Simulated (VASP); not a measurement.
Wanted: the native input for a VASP 6.6.1 run.

```
Task                   : single point
Functional             : PBE
Potentials or basis    : VASP PAW PBE potentials, release 64 (Ge_d, Fe)
Cutoff                 : 520 eV
k mesh                 : 4 × 4 × 4
Occupations            : gaussian, width 0.0321 eV
Spin                   : no spin polarisation
Hubbard terms          : Fe d U = 8.0 eV
Dipole correction      : no
Further INCAR settings : ALGO = Normal; EDIFF = 1e-07; NBANDS = 54
```

The structure of FeGe lies in POSCAR:

```
FeGe
1.0
    4.6634920000      0.0000000000      0.0000000000
    0.0000000000      4.6634920000      0.0000000000
    0.0000000000      0.0000000000      4.6634920000
Ge Fe
4 4
Direct
    0.8420000000      0.8420000000      0.8420000000
    0.6580000000      0.1580000000      0.3420000000
    0.3420000000      0.6580000000      0.1580000000
    0.1580000000      0.3420000000      0.6580000000
    0.1350000000      0.1350000000      0.1350000000
    0.3650000000      0.8650000000      0.6350000000
    0.6350000000      0.3650000000      0.8650000000
    0.8650000000      0.6350000000      0.3650000000
```

The input as run:

INCAR

```
SYSTEM = FeGe
  PREC = Accurate
  ENCUT = 520
  EDIFF = 1E-7
  ISMEAR = 0
  SIGMA = 0.0321
  LREAL = .False.
  LASPH = .True.
  NELM = 150
  ALGO = Normal
  ISIF = 2
  LWAVE = .False.
  LCHARG = .False.
  LMAXMIX = 4
  LDAU = .True.
  LDAUTYPE = 2
  LDAUL = -1 2
  LDAUU = 0 8
  LDAUJ = 0 0
  LDAUPRINT = 1
  GGA = PE
  NBANDS = 54
```

KPOINTS

```
regular mesh
0
Gamma
  4 4 4
  0 0 0
```

Potentials or basis: VASP PAW PBE potentials, release 64 (Ge_d, Fe).

Command:

```sh
$ cat potpaw_PBE.64/Ge_d/POTCAR potpaw_PBE.64/Fe/POTCAR > POTCAR
$ mpirun -np 1 vasp_std > vasp.out
```

Results of the run:

| Item | Value |
| --- | --- |
| Pressure | 5.3 GPa |
| Largest force | 0.890 eV/Å |
| Band gap on the k mesh | 1.10 eV, indirect (least direct gap 1.32 eV) |

Caveat: the U is typed as a test and isn't derived for this compound.

It took 8 min on 1 thread of Intel(R) Xeon(R) Platinum 8259CL CPU @ 2.50GHz (Skylake/Cascade Lake), on a shared host, peak memory 0.22 GiB.
